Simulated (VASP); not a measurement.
# TlAg2Br3 (P3m1) in VASP: further runs

Runs on TlAg2Br3. Level: PBEsol. Tasks: single point, relaxation of cell and atoms.

All numbers are computed with VASP 6.6.1; they aren't measurements. Logs are shortened: lines on timing, memory, paths and dates and some standing lists are left out, and cuts for length are marked.

**1. The cell of the first run**

Symmetry: P3m1, No. 156, trigonal system. The conventional cell has a = 4.408 Å, b = 4.408 Å, c = 11.930 Å, α = 90.00°, β = 90.00°, γ = 120.00°. Within 4.0 Å of Tl (site symmetry 3m) lie 4 Br at 3.07 to 3.33 Å. Ag (site symmetry 3m) has 4 Br at 2.66 to 2.69 Å within 3.5 Å. Ag (site symmetry 3m) has 4 Br at 2.65 to 2.68 Å within 3.5 Å. Within 3.5 Å of Br (site symmetry 3m) lie 4 Ag at 2.65 to 2.69 Å. Within 3.5 Å of Br (site symmetry 3m) lie 1 Ag at 2.68 Å and 3 Tl at 3.07 Å. Within 3.5 Å of Br (site symmetry 3m) lie 3 Ag at 2.66 Å and 1 Tl at 3.33 Å.

**2. Single point, PBEsol**

Contents of INCAR:

```
PREC = Accurate ; ENCUT = 520
EDIFF = 1E-6 ; ISMEAR = -1
SIGMA = 0.03 ; LREAL = False
LASPH = True ; NELM = 60
ALGO = Normal ; ISIF = 2
LWAVE = False ; LCHARG = False
GGA = PS ; NBANDS = 37
```

Contents of KPOINTS:

```
Automatic mesh
0
Gamma
  6 6 2
```

Contents of POSCAR:

```
TlAg2Br3
1.0
    4.4079881226     -0.0000000029      0.0000000000
   -2.2039940588      3.8174296952      0.0000000000
    0.0000000000      0.0000000000     11.9299802227
Tl Ag Br
1 2 3
Direct
    0.3333333333      0.6666666667      0.6781898105
    0.0000000000      0.0000000000      1.0215817812
    0.6666666667      0.3333333333      0.3102693996
    0.0000000000      0.0000000000      0.2473332448
    0.6666666667      0.3333333333      0.5349027267
    0.3333333333      0.6666666667      0.9577230372
```

Potentials or basis: VASP PAW PBE potentials, release 64 (Tl_d, Ag, Br).

Command:

```console
$ cat potpaw_PBE.64/Tl_d/POTCAR potpaw_PBE.64/Ag/POTCAR potpaw_PBE.64/Br/POTCAR > POTCAR
$ mpirun -np 1 vasp_std > vasp.out
```

OUTCAR:

```text
PREC = Accurate
   ENCUT = 520
   EDIFF = 1E-6
   ISMEAR = -1
   LREAL = False
   LASPH = True
   NELM = 60
   ISIF = 2
   GGA = PS

 ion  position               nearest neighbor table
   1  0.333  0.667  0.678-   5 3.07   5 3.07   5 3.07   6 3.33
   2  0.000  0.000  0.022-   6 2.66   6 2.66   6 2.66   4 2.69
   3  0.667  0.333  0.310-   4 2.65   4 2.65   4 2.65   5 2.68
   4  0.000  0.000  0.247-   3 2.65   3 2.65   3 2.65   2 2.69
   5  0.667  0.333  0.535-   3 2.68   1 3.07   1 3.07   1 3.07
   6  0.333  0.667  0.958-   2 2.66   2 2.66   2 2.66   1 3.33

  LATTYP: Found a hexagonal cell.
 ALAT       =     4.4079881226
 C/A-ratio  =     2.7064456371

  Lattice vectors:

 A1 = (   4.4079881226,  -0.0000000029,   0.0000000000)
 A2 = (  -2.2039940588,   3.8174296952,   0.0000000000)
 A3 = (   0.0000000000,   0.0000000000,  11.9299802227)

Analysis of symmetry for initial positions (statically):
=====================================================================
 Subroutine PRICEL returns:
 Original cell was already a primitive cell.

 Routine SETGRP: Setting up the symmetry group for a
 hexagonal supercell.

 Subroutine GETGRP returns: Found  6 space group operations
 (whereof  6 operations were pure point group operations)
 out of a pool of 24 trial point group operations.

The static configuration has the point symmetry C_3v.

Analysis of symmetry for dynamics (positions and initial velocities):
=====================================================================
 Subroutine PRICEL returns:
 Original cell was already a primitive cell.

 Routine SETGRP: Setting up the symmetry group for a
 hexagonal supercell.

 Subroutine GETGRP returns: Found  6 space group operations
 (whereof  6 operations were pure point group operations)
 out of a pool of 24 trial point group operations.

The dynamic configuration has the point symmetry C_3v.

 Subroutine INISYM returns: Found  6 space group operations
 (whereof  6 operations are pure point group operations),
 and found     1 'primitive' translations

----------------------------------------------------------------------------------------

                                     Primitive cell

  volume of cell :     200.7480

  direct lattice vectors                    reciprocal lattice vectors
     4.407988123 -0.000000003  0.000000000     0.226860865  0.130978182  0.000000000
    -2.203994059  3.817429695  0.000000000     0.000000000  0.261956363  0.000000000
[... 84 lines left out ...]
   EDIFFG = 0.1E-04   stopping-criterion for IOM
   NSW    =      0    number of steps for IOM
   IBRION =     -1    ionic relax: 0-MD 1-quasi-New 2-CG
   NFREE  =      0    steps in history (QN), initial steepest desc. (CG)
   ISIF   =      2    stress and relaxation
   ISYM   =      2    0-nonsym 1-usesym 2-fastsym
   POTIM  = 0.5000    time-step for ionic-motion
   TEBEG  =    0.0;   TEEND  =   0.0 temperature during run
   PSTRESS=    0.0 pullay stress
   NELECT =      56.0000    total number of electrons
   NUPDOWN=      -1.0000    fix difference up-down
   EMIN   =  10.00;   EMAX   =-10.00  energy-range for DOS
   EFERMI =   0.00;   METHOD = LEGACY
   ISMEAR =    -1;   SIGMA  =   0.03  broadening in eV -4-tet -1-fermi 0-gaus
   EFERMI_NEDOS =   21; number of points for ismear=-14 and -15
   IALGO  =     38    algorithm
   IMIX   =      4    mixing-type and parameters
     AMIX     =   0.40;   BMIX     =  1.00
     AMIX_MAG =   1.60;   BMIX_MAG =  1.00
  volume/ion in A,a.u.               =      33.46       225.79
  Fermi-wavevector in a.u.,A,eV,Ry     =   1.069680  2.021402 15.567987  1.144215
  Thomas-Fermi vector in A             =   2.205367
   LORBIT       =      0    0 simple, 1 ext, 2 COOP (PROOUT), +10 PAW based schemes
   GGA     = PS    functional components
   LHFCALC =     F    Hartree Fock is set to
   AEXX    =    0.0000 exact exchange contribution
   IVDW    =     0    specifies the selected vdW correction
   LEPSILON=     F    determine dielectric tensor
   LRPA    =     F    only Hartree local field effects (RPA)
 non-spin polarized calculation
  energy-cutoff  :      520.00
  volume of cell :      200.75
 maximum number of plane-waves:      5444
 NGX is ok and might be reduce to    36
   NGX = 17   NGY = 17   NGZ = 45

 number of electron      56.0000003 magnetization

 Free energy of the ion-electron system (eV)
  ---------------------------------------------------
  ext. energy  EPLUGINS =         0.00000000
  ---------------------------------------------------
  free energy    TOTEN  =       -17.12467863 eV

  energy without entropy =      -17.12467863  energy(sigma->0) =      -17.12467863

 E-fermi :   2.0156     XC(G=0):  -8.2610

 val. band max:        1.3447564104   @ k =   0.0000   0.0000   0.0000
 cond. band min:       2.8063285923   @ k =   0.0000   0.0000   0.5000
 fundamental gap:      1.4615721819
 Fermi energy:         2.0156039309

 k-point     1 :       0.0000    0.0000    0.0000
  band No.  band energies     occupation
      1     -13.4105      2.00000
      2     -13.1754      2.00000
      3     -13.1064      2.00000
      4      -9.2859      2.00000
      5      -9.2859      2.00000
      6      -9.2060      2.00000
[... 549 lines left out ...]
     36       7.7589      0.00000
     37       8.9244      0.00000

------------------------ aborting loop because EDIFF is reached ----------------------------------------

  FORCE on cell =-STRESS in cart. coord.  units (eV):
  Direction    XX          YY          ZZ          XY          YZ          ZX
  --------------------------------------------------------------------------------------
  -------------------------------------------------------------------------------------
  Total       -0.0399550     -0.0399550     -0.0034259      0.0000000      0.0000000      0.0000000
  in kB       -0.3188826     -0.3188826     -0.0273423      0.0000000      0.0000000      0.0000000
  external PRESSURE =      -0.2217025 kB  Pullay stress =       0.0000000 kB

 VOLUME and BASIS-vectors are now :
 -----------------------------------------------------------------------------
  energy-cutoff  :      520.00
  volume of cell :      200.75
      direct lattice vectors                 reciprocal lattice vectors
     4.407988123 -0.000000003  0.000000000     0.226860865  0.130978182  0.000000000
    -2.203994059  3.817429695  0.000000000     0.000000000  0.261956363  0.000000000
     0.000000000  0.000000000 11.929980223     0.000000000  0.000000000  0.083822436

 POSITION                                       TOTAL-FORCE (eV/Angst)
 -----------------------------------------------------------------------------------
      0.00000      2.54495      8.09079        -0.000000      0.000000      0.006437
      0.00000      0.00000      0.25747         0.000000     -0.000000     -0.002605
      2.20399      1.27248      3.70151         0.000000     -0.000000      0.000221
      0.00000      0.00000      2.95068        -0.000000     -0.000000      0.001464
      2.20399      1.27248      6.38138         0.000000     -0.000000     -0.000908
      0.00000      2.54495     11.42562        -0.000000      0.000000     -0.004608
 -----------------------------------------------------------------------------------
    total drift:                                0.000000      0.000000      0.000655

  FREE ENERGIE OF THE ION-ELECTRON SYSTEM (eV)
  ---------------------------------------------------
  free  energy   TOTEN  =       -17.1246786265 eV

  energy  without entropy=      -17.1246786265  energy(sigma->0) =      -17.12467863
```

OSZICAR:

```text
N       E                     dE             d eps       ncg     rms          rms(c)
DAV:   1     0.347998911483E+03    0.34800E+03   -0.25664E+04  1036   0.132E+03
DAV:   2     0.588305465597E+01   -0.34212E+03   -0.33083E+03  1194   0.273E+02
DAV:   3    -0.172907544318E+02   -0.23174E+02   -0.22967E+02  1206   0.660E+01
DAV:   4    -0.176311433942E+02   -0.34039E+00   -0.33997E+00  1175   0.884E+00
DAV:   5    -0.176353101550E+02   -0.41668E-02   -0.41659E-02  1298   0.973E-01    0.886E+00
DAV:   6    -0.171464251373E+02    0.48889E+00   -0.10511E+00  1158   0.902E+00    0.610E+00
DAV:   7    -0.171318004725E+02    0.14625E-01   -0.66349E-01  1151   0.330E+00    0.184E+00
DAV:   8    -0.171225806467E+02    0.92198E-02   -0.50215E-02  1180   0.165E+00    0.533E-01
DAV:   9    -0.171238903168E+02   -0.13097E-02   -0.19178E-02  1161   0.656E-01    0.139E-01
DAV:  10    -0.171241460432E+02   -0.25573E-03   -0.68995E-04  1238   0.149E-01    0.823E-02
DAV:  11    -0.171245783452E+02   -0.43230E-03   -0.76880E-04  1151   0.126E-01    0.324E-02
DAV:  12    -0.171246589020E+02   -0.80557E-04   -0.21934E-04  1190   0.104E-01    0.158E-02
DAV:  13    -0.171246750696E+02   -0.16168E-04   -0.73037E-05  1141   0.354E-02    0.844E-03
DAV:  14    -0.171246775271E+02   -0.24576E-05   -0.35343E-06  1172   0.891E-03    0.398E-03
DAV:  15    -0.171246786833E+02   -0.11562E-05   -0.24950E-06  1006   0.859E-03    0.272E-03
DAV:  16    -0.171246786265E+02    0.56778E-07   -0.40888E-07   851   0.333E-03
   1 F= -.17124679E+02 E0= -.17124679E+02  d E =-.138406E-10
```

Wall time 2.9 min (1 thread of Oxide Virtual Turin-like, shared host); peak memory 0.35 GiB.

What came out:

| Property | Result |
| --- | --- |
| Free energy | -17.1247 eV |
| Pressure | 0.0 GPa |
| Largest force | 0.006 eV/Å |
| Band gap on the k mesh | 1.46 eV, indirect (least direct gap 1.47 eV) |

Forces on the atoms (eV/Å):
```
Tl   0.000  0.000  0.006
Ag   0.000  0.000 -0.003
Ag   0.000  0.000  0.000
Br   0.000  0.000  0.001
Br   0.000  0.000 -0.001
Br   0.000  0.000 -0.005
```

Levels at points of the mesh, in eV from the valence-band top:
| k point | band 26 | band 27 | band 28 | band 29 | band 30 | band 31 |
| --- | --- | --- | --- | --- | --- | --- |
| (0.00, 0.00, 0.00) | -0.33 | 0.00 | 0.00 | 1.80 | 2.49 | 3.37 |
| (0.50, 0.00, 0.00) | -1.26 | -0.87 | -0.65 | 2.03 | 3.66 | 4.21 |
| (0.00, 0.00, 0.50) | -0.13 | -0.01 | -0.01 | 1.46 | 2.70 | 3.39 |
| (0.50, 0.00, 0.50) | -1.08 | -0.84 | -0.82 | 2.04 | 3.79 | 4.19 |

Caveat: the PAW data sets were made with another functional, which shifts forces and pressure a little; spin-orbit coupling is left out, which moves the levels of the heavy elements.

**3. Relaxation of cell and atoms, PBEsol**

This run uses another cell than the first one, of 29.87 Å³/atom, 0.893 times its volume.

Contents of INCAR:

```
ALGO = Normal
EDIFF = 1E-6
EDIFFG = -0.01
ENCUT = 600
GGA = PS
IBRION = 2
ISIF = 3
ISMEAR = -1
LASPH = True
LCHARG = False
LREAL = False
LWAVE = False
NELM = 100
NSW = 100
PREC = Accurate
SIGMA = 0.03
```

Contents of KPOINTS:

```
k-points
0
Gamma
  6 6 2
```

Contents of POSCAR:

```
TlAg2Br3
1.0
    4.3994734300      0.0000000000      0.0000000000
   -2.1997367100      3.8100557500      0.0000000000
    0.0000000000      0.0000000000     10.6917441500
Tl Ag Br
1 2 3
Direct
    0.3333333300      0.6666666700      0.6641085800
    0.0000000000      0.0000000000      0.9968616400
    0.6666666700      0.3333333300      0.3376419600
    0.0000000000      0.0000000000      0.2503703200
    0.6666666700      0.3333333300      0.5920876800
    0.3333333300      0.6666666700      0.9089298200
```

Potentials or basis: VASP PAW PBE potentials, release 64 (Tl_d, Ag, Br).

Command:

```console
$ cat potpaw_PBE.64/Tl_d/POTCAR potpaw_PBE.64/Ag/POTCAR potpaw_PBE.64/Br/POTCAR > POTCAR
$ mpirun -np 1 vasp_std > vasp.out
```

OUTCAR:

```text
EDIFF = 1E-6
   EDIFFG = -0.01
   ENCUT = 600
   GGA = PS
   IBRION = 2
   ISIF = 3
   ISMEAR = -1
   LASPH = True
   LREAL = False
   NELM = 100
   NSW = 100
   PREC = Accurate

 ion  position               nearest neighbor table
   1  0.333  0.667  0.664-   6 2.62   5 2.65   5 2.65   5 2.65
   2  0.000  0.000  0.997-   6 2.71   6 2.71   6 2.71   4 2.71
   3  0.667  0.333  0.338-   4 2.71   4 2.71   4 2.71   5 2.72
   4  0.000  0.000  0.250-   3 2.71   3 2.71   3 2.71   2 2.71
   5  0.667  0.333  0.592-   1 2.65   1 2.65   1 2.65   3 2.72
   6  0.333  0.667  0.909-   1 2.62   2 2.71   2 2.71   2 2.71

  LATTYP: Found a hexagonal cell.
 ALAT       =     4.3994734300
 C/A-ratio  =     2.4302326904

  Lattice vectors:

 A1 = (   4.3994734300,   0.0000000000,   0.0000000000)
 A2 = (  -2.1997367100,   3.8100557500,   0.0000000000)
[... 289 lines left out ...]

  energy  without entropy=      -16.3015308265  energy(sigma->0) =      -16.30153083

[... ionic steps 4 to 30 ...]

--------------------------------------- Ionic step       31  -------------------------------------------

 number of electron      56.0000003 magnetization

------------------------ aborting loop because EDIFF is reached ----------------------------------------
[... 75 lines left out ...]
--------------------------------------- Ionic step       33  -------------------------------------------

 number of electron      56.0000003 magnetization

 Free energy of the ion-electron system (eV)
  ---------------------------------------------------
  ext. energy  EPLUGINS =         0.00000000
  ---------------------------------------------------
  free energy    TOTEN  =       -17.12058238 eV

  energy without entropy =      -17.12058238  energy(sigma->0) =      -17.12058238

 E-fermi :   2.0379     XC(G=0):  -8.2648

 val. band max:        1.3540854321   @ k =   0.0000   0.0000   0.0000
 cond. band min:       2.8139976397   @ k =   0.0000   0.0000   0.5000
 fundamental gap:      1.4599122076
 Fermi energy:         2.0378514092

 k-point     1 :       0.0000    0.0000    0.0000
  band No.  band energies     occupation
      1     -13.4062      2.00000
      2     -13.1765      2.00000
      3     -13.1011      2.00000
      4      -9.2839      2.00000
      5      -9.2839      2.00000
      6      -9.2032      2.00000
[... 526 lines left out ...]
  FREE ENERGIE OF THE ION-ELECTRON SYSTEM (eV)
  ---------------------------------------------------
  free  energy   TOTEN  =       -17.1205823767 eV

  energy  without entropy=      -17.1205823767  energy(sigma->0) =      -17.12058238

 reached required accuracy - stopping structural energy minimisation
```

OSZICAR:

```text
N       E                     dE             d eps       ncg     rms          rms(c)
DAV:   1     0.395484148516E+03    0.39548E+03   -0.28381E+04   924   0.168E+03
DAV:   2     0.112701044342E+02   -0.38421E+03   -0.37722E+03  1051   0.325E+02
DAV:   3    -0.151717157567E+02   -0.26442E+02   -0.25911E+02  1082   0.776E+01
DAV:   4    -0.156753293185E+02   -0.50361E+00   -0.50287E+00  1055   0.111E+01
[... 315 lines left out ...]
DAV:   1    -0.171206937023E+02   -0.17312E-03   -0.13860E-01   924   0.172E+00    0.118E-01
DAV:   2    -0.171206024910E+02    0.91211E-04   -0.26888E-03   999   0.375E-01    0.394E-02
DAV:   3    -0.171205869935E+02    0.15498E-04   -0.78521E-05  1071   0.527E-02    0.281E-02
DAV:   4    -0.171205820748E+02    0.49187E-05   -0.21684E-05  1005   0.293E-02    0.975E-03
DAV:   5    -0.171205823767E+02   -0.30192E-06   -0.21038E-06   720   0.112E-02
  33 F= -.17120582E+02 E0= -.17120582E+02  d E =-.923273E-04
```

It took 47 min on 1 thread of Oxide Virtual Turin-like, shared host; peak memory 0.38 GiB.

Results:

| Item | Value |
| --- | --- |
| Free energy | -17.1206 eV |
| Relaxed volume | 33.43 Å³/atom |
| Relaxed cell | a = 4.404 Å, b = 4.404 Å, c = 11.940 Å, α = 90.00°, β = 90.00°, γ = 120.00° |
| Space group after relaxing (to 0.05 Å) | P3m1 (No. 156) |
| Energy gained by relaxing | 306.2 meV/atom |
| Ionic steps | 33 |
| Pressure after relaxing | 0.0 GPa |
| Largest force after relaxing | 0.010 eV/Å |
| Band gap on the k mesh | 1.46 eV, indirect (least direct gap 1.47 eV) |

Forces in eV/Å, atoms in the order of the input:
```
Tl   0.000  0.000  0.010
Ag   0.000  0.000  0.002
Ag   0.000  0.000 -0.001
Br   0.000  0.000 -0.005
Br   0.000  0.000 -0.002
Br   0.000  0.000 -0.003
```

The path:
```csv
step,energy change (eV),largest force (eV/Å),pressure (GPa),volume (Å³)
1,0.0000,2.6388,6.54,179.22
2,-0.9872,1.3617,-0.06,212.73
3,-1.0183,1.2153,-0.93,221.17
4,-1.1671,1.0239,-0.76,217.49
5,-1.3729,1.3374,0.36,206.65
6,-1.4596,1.2639,0.35,205.21
7,-1.6475,1.0412,0.50,200.80
8,-1.5471,1.2646,1.91,191.59
9,-1.6960,0.8867,0.78,197.75
10,-1.7717,0.3328,-0.04,202.45
11,-1.7815,0.2725,-0.45,205.58
12,-1.7816,0.2731,-0.41,205.32
13,-1.7949,0.2524,-0.14,203.02
14,-1.8048,0.2178,0.31,199.50
15,-1.8164,0.1790,0.17,200.01
16,-1.8277,0.0830,-0.13,201.29
17,-1.8278,0.0686,-0.10,201.19
18,-1.8298,0.0709,-0.01,200.37
19,-1.8309,0.0744,0.13,199.34
20,-1.8332,0.0770,0.04,200.07
21,-1.8346,0.0825,-0.12,201.26
22,-1.8362,0.0599,-0.03,200.69
23,-1.8364,0.0416,0.06,200.13
24,-1.8364,0.0463,0.04,200.29
25,-1.8368,0.0274,-0.01,200.70
26,-1.8369,0.0300,-0.03,200.82
27,-1.8370,0.0250,0.02,200.59
28,-1.8371,0.0210,0.04,200.41
29,-1.8372,0.0156,0.01,200.55
30,-1.8372,0.0157,-0.01,200.73
31,-1.8372,0.0155,-0.01,200.77
32,-1.8372,0.0140,-0.02,200.73
33,-1.8373,0.0095,0.00,200.59
```

Final structure:
```
CELL_PARAMETERS angstrom
4.40433 0.00000 0.00000
-2.20217 3.81426 0.00000
0.00000 0.00000 11.94026
ATOMIC_POSITIONS crystal
Tl 0.33333 0.66667 0.67814
Ag 0.00000 0.00000 0.02164
Ag 0.66667 0.33333 0.31052
Br 0.00000 0.00000 0.24734
Br 0.66667 0.33333 0.53487
Br 0.33333 0.66667 0.95749
```

Levels at points of the mesh, in eV from the valence-band top:
```
           k point  band 25  band 26  band 27  band 28  band 29  band 30  band 31  band 32
(0.00, 0.00, 0.00)    -0.33    -0.33     0.00     0.00     1.80     2.48     3.37     5.01
(0.50, 0.00, 0.00)    -1.41    -1.26    -0.86    -0.66     2.02     3.65     4.21     4.61
(0.00, 0.00, 0.50)    -0.32    -0.13    -0.01    -0.01     1.46     2.71     3.39     5.02
(0.50, 0.00, 0.50)    -1.28    -1.08    -0.84    -0.82     2.03     3.78     4.19     4.60
```

Caveat: the PAW data sets were made with another functional, which shifts forces and pressure a little; spin-orbit coupling is left out, which moves the levels of the heavy elements. A k mesh can miss the band edges.
